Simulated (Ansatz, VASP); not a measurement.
## One calculation of MnO, two programs

```xyz
4
Lattice="-1.9967 -1.9967 4.1952 -4.1952 -1.9967 1.9967 -1.9967 -4.1952 1.9967" Properties=species:S:1:pos:R:3 pbc="T T T"
Mn    0.0000    0.0000    0.0000
Mn   -4.0943   -4.0943    4.0943
O     2.1480    2.1480    2.2489
O    -1.9463   -1.9463    6.3433
```

Alike in both runs: functional LDA; k mesh 9 × 9 × 9; occupations gaussian, width 0.1 eV; collinear spin.

Ansatz relaxed the structure, and its values are those at the end. VASP's run is a single point on that final structure, the one shown.

```csv
,VASP,Ansatz
version,VASP 6.6.1,Ansatz 0.2.0
potentials or method,"VASP PAW LDA potentials, release 64 (Mn_sv, O), cutoff 700 eV","scalar-relativistic, plane waves, PAW"
valence electrons in the cell,42,42
```

```csv
,VASP,Ansatz,Ansatz less VASP
gap on the k mesh at the Fermi level (eV),0.52,0.64,+0.115
least direct gap on the mesh (eV),0.61,0.73,+0.121
pressure (GPa),-1.2,0.0,+1.22
net moment per atom (μB),0.00,0.00,0.000
size of the moment on the site where the two differ most (μB),3.97,3.84,-0.126
```

LDA's correlation is that of Perdew and Zunger in VASP and of Perdew and Wang (1992) in Ansatz. Site moments also hang on the region over which each program counts them.
